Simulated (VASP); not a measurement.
Runs of VASP 6.6.1 on La. The structure is that of space group P6_3/mmc (No. 194), or close to it. The cells are those of the table. 

```csv
task,cell,k mesh,cutoff (eV),gap on the mesh (eV),pressure (GPa)
single point,"a = 3.783, b = 3.783, c = 6.109 Å, angles 90.0, 90.0, 120.0°, 2 atoms",16 × 16 × 9,520,none,0.0
single point,"a = 3.732, b = 3.732, c = 6.026 Å, angles 90.0, 90.0, 120.0°, 2 atoms",16 × 16 × 9,520,none,1.1
single point,"a = 3.783, b = 3.783, c = 6.109 Å, angles 90.0, 90.0, 120.0°, 2 atoms",10 × 10 × 5,520,none,0.1
single point,"a = 3.626, b = 3.626, c = 5.854 Å, angles 90.0, 90.0, 120.0°, 2 atoms",16 × 16 × 9,520,none,3.8
single point,"a = 3.680, b = 3.680, c = 5.942 Å, angles 90.0, 90.0, 120.0°, 2 atoms",16 × 16 × 9,520,none,(a)
relaxation of cell and atoms,"relaxed from a = 3.754, b = 3.754, c = 6.131 Å, angles 90.0, 90.0, 120.0°, 2 atoms",10 × 10 × 5,600,none,0.0
```

Alike in all rows: level PBE; potentials or basis VASP PAW PBE potentials, release 64 (La); no spin polarisation; smearing fermi-dirac 0.1 eV.

Task: Estimate the missing entries.

Result: (a) 2.4.

Caveats: spin-orbit coupling is left out, which moves the levels of the heavy elements; the cell stands under pressure (at least some runs).

A k mesh can miss the band edges, and the runs leave out spin-orbit coupling on La.

A gap of «none» marks levels without a gap at the run's occupations.
